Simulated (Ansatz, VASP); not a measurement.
# Mg: VASP beside Ansatz

File INCAR:

```
PREC = Accurate ; ENCUT = 520
EDIFF = 1E-6 ; ISMEAR = 0
SIGMA = 0.1 ; LREAL = F
LASPH = T ; NELM = 100
ALGO = Normal ; ISIF = 2
LWAVE = F ; LCHARG = F
GGA = PE ; NBANDS = 7
```

File KPOINTS:

```
regular mesh
0
Gamma
  8 8 8
```

File POSCAR:

```
Mg
1.0
    0.0000000000      2.1912771430      2.1912771430
    2.1912771430      0.0000000000      2.1912771430
    2.1912771430      2.1912771430      0.0000000000
Mg
1
Direct
    0.0000000000      0.0000000000      0.0000000000
```

Input for Ansatz:

```yaml
crystal:
  lattice:
    - [0.0, 2.191277143, 2.191277143]
    - [2.191277143, 0.0, 2.191277143]
    - [2.191277143, 2.191277143, 0.0]
  atoms:
    - { symbol: Mg, position: [0.0, 0.0, 0.0] }
basis:
  ecutwfc: 420
kpoints:
  mp_grid: { grid: [8, 8, 8] }
hamiltonian:
  xc: pbe
scf:
  occupations: { method: gaussian, width: 0.1 }
output:
  forces: true
  stress: true
  eigenvalues: true
```

Alike in both runs: task single point; functional PBE; k mesh 8 × 8 × 8; occupations gaussian, width 0.1 eV; no spin polarisation.

|  | VASP | Ansatz |
| --- | --- | --- |
| version | VASP 6.6.1 | Ansatz 0.2.0 |
| potentials or method | VASP PAW PBE potentials, release 64 (Mg), cutoff 520 eV | scalar-relativistic, plane waves, PAW |
| valence electrons in the cell | 2 | 10 |

|  | VASP | Ansatz | Ansatz less VASP |
| --- | --- | --- | --- |
| gap on the k mesh at the Fermi level (eV) | none | none | - |
| pressure (GPa) | 3.9 | 4.1 | +0.12 |

A gap of «none» marks a metal or a gap that the smearing closes. VASP's potentials hold 2 valence electrons a cell and Ansatz's 10, so a difference there can come from the potentials and not from the codes.
